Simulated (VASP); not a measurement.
A run of VASP 6.6.1 is set up as follows.

Contents of INCAR:

```
PREC = Accurate
ENCUT = 600
EDIFF = 1E-7
ISMEAR = 0
SIGMA = 0.02
LREAL = False
LASPH = True
NELM = 120
ALGO = Normal
ISIF = 3
LWAVE = False
LCHARG = False
GGA = PE
IBRION = 2
NSW = 100
EDIFFG = -0.005
GGA_COMPAT = False
NELMIN = 4
```

Contents of KPOINTS:

```
regular mesh
0
Gamma
  6 6 8
```

The input POSCAR:

```
ZnF2
1.0
    4.7029441700      0.0000000000      0.0000000000
    0.0000000000      4.7029441700      0.0000000000
    0.0000000000      0.0000000000      3.1328902100
Zn F
2 4
Direct
    0.5000000000      0.5000000000      0.5000000000
    0.0000000000      0.0000000000      0.0000000000
    0.6968616200      0.6968616200      0.0000000000
    0.8031383800      0.1968616200      0.5000000000
    0.3031383800      0.3031383800      0.0000000000
    0.1968616200      0.8031383800      0.5000000000
```

Potentials or basis: VASP PAW PBE potentials, release 64 (Zn, F).

Launch:

```sh
$ cat potpaw_PBE.64/Zn/POTCAR potpaw_PBE.64/F/POTCAR > POTCAR
$ mpirun -np 1 vasp_std > vasp.out
```

Question: Predict the band gap on the k mesh.

Answer: 3.44 eV.

Question: Predict the space group after relaxing (to 0.1 Å).

Answer: P4_2/mnm (No. 136).

Question: Predict the relaxed cell.

Answer: a = 4.802 Å, b = 4.802 Å, c = 3.185 Å, α = 90.00°, β = 90.00°, γ = 90.00°.

Final structure:
```
Zn F
1.0
     4.80155    0.00000    0.00000
     0.00000    4.80155    0.00000
     0.00000    0.00000    3.18515
Zn F
2 4
Direct
  0.50000 0.50000 0.50000
  0.00000 0.00000 0.00000
  0.69571 0.69571 0.00000
  0.80429 0.19571 0.50000
  0.30429 0.30429 0.00000
  0.19571 0.80429 0.50000
```

A k mesh can miss the band edges.
